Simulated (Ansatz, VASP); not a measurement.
# C in VASP and in Ansatz

INCAR

```
SYSTEM = C
PREC = Accurate
ENCUT = 520
EDIFF = 1E-6
ISMEAR = 0
SIGMA = 0.05
LREAL = .FALSE.
LASPH = .TRUE.
NELM = 60
ALGO = Normal
ISIF = 2
LWAVE = .FALSE.
LCHARG = .FALSE.
GGA = PE
NBANDS = 11
```

File KPOINTS:

```
Automatic mesh
0
G
  12 12 12
  0 0 0
```

Contents of POSCAR:

```
C
1.0
   -0.7489810668      1.4979621336      1.4979621336
    1.4979621336     -0.7489810668      1.4979621336
    1.4979621336      1.4979621336     -0.7489810668
C
2
Direct
    0.5000000000      0.5000000000      0.5000000000
    0.7500000000      0.7500000000      0.7500000000
```

Input for Ansatz:

```yaml
crystal:
  lattice:
    - [-0.7489810668, 1.4979621336, 1.4979621336]
    - [1.4979621336, -0.7489810668, 1.4979621336]
    - [1.4979621336, 1.4979621336, -0.7489810668]
  atoms:
    - { symbol: C, position: [0.5, 0.5, 0.5] }
    - { symbol: C, position: [0.75, 0.75, 0.75] }
basis:
  ecutwfc: 420
kpoints:
  mp_grid: { grid: [12, 12, 12] }
hamiltonian:
  xc: pbe
scf:
  occupations: { method: gaussian, width: 0.05 }
output:
  forces: true
  stress: true
  eigenvalues: true
  write_density: true
  write_potential: true
  elf: true
  volumetric_format: npy
```

Alike in both runs: task single point; functional PBE; k mesh 12 × 12 × 12; occupations gaussian, width 0.05 eV; no spin polarisation.

```csv
,VASP,Ansatz
version,VASP 6.6.1,Ansatz 0.2.0
potentials or method,"VASP PAW PBE potentials, release 64 (C), cutoff 520 eV","scalar-relativistic, plane waves, PAW"
valence electrons in the cell,8,8
```

VASP gave:

* gap on the k mesh at the Fermi level (eV): none
* rms of the force components (eV/Å): 32.950

Q: What did Ansatz give for the same quantities?

A: gap on the k mesh at the Fermi level (eV): none; rms of the force components (eV/Å): 32.029.

Atom by atom the forces differ by 0.920 eV/Å (rms over components). A gap of «none» marks a metal or a gap that the smearing closes.
